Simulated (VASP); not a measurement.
Input of a VASP 6.6.1 run:

File POSCAR:

```
Y2Sn
1.0
    5.4036677880      0.0000000000      0.0000000000
   -2.7018338940      4.6797135780      0.0000000000
    0.0000000000      0.0000000000      6.5496450290
Y Sn
4 2
Direct
    0.3333333333      0.6666666667      0.7500000000
    0.6666666667      0.3333333333      0.2500000000
    0.0000000000      0.0000000000      0.0000000000
    0.0000000000      0.0000000000      0.5000000000
    0.3333333333      0.6666666667      0.2500000000
    0.6666666667      0.3333333333      0.7500000000
```

File INCAR.step1:

```
SYSTEM = Y2Sn
PREC = Accurate ; ENCUT = 520
ISMEAR = -5 ; SIGMA = 0.1
LREAL = .False. ; LASPH = .True.
NELM = 80 ; NBANDS = 45
GGA = PE ; ALGO = Normal
EDIFF = 1E-4 ; LWAVE = .True.
LCHARG = .False.
```

Contents of INCAR.step2:

```
SYSTEM = Y2Sn
PREC = Accurate ; ENCUT = 520
EDIFF = 1E-6 ; ISMEAR = -5
SIGMA = 0.1 ; LREAL = .False.
LASPH = .True. ; NELM = 80
ALGO = Normal ; ISIF = 2
LWAVE = .False. ; LCHARG = .True.
METAGGA = R2SCAN ; LMIXTAU = .True.
LELF = .True. ; LVHAR = .True.
NBANDS = 45 ; ISTART = 1
```

KPOINTS

```
regular mesh
0
Gamma
  4 4 3
  0 0 0
```

Potentials or basis: VASP PAW PBE potentials, release 64 (Y_sv, Sn_d).

Command:

```bash
$ cat potpaw_PBE.64/Y_sv/POTCAR potpaw_PBE.64/Sn_d/POTCAR > POTCAR
$ cp INCAR.step1 INCAR
$ mpirun -np 1 vasp_std > vasp.out
$ cp INCAR.step2 INCAR
$ mpirun -np 1 vasp_std > vasp.out
```

Problem. What does it give for the pressure?

Solution. 0.0 GPa.

Problem. Predict the band gap on the k mesh.

Solution. Zero (bands 36 and 37 overlap by 0.37 eV).

Caveat: the PAW data sets were made with another functional, which shifts forces and pressure a little; spin-orbit coupling is left out, which moves the levels of the heavy elements; tetrahedron occupations give inexact forces and stress in metals.
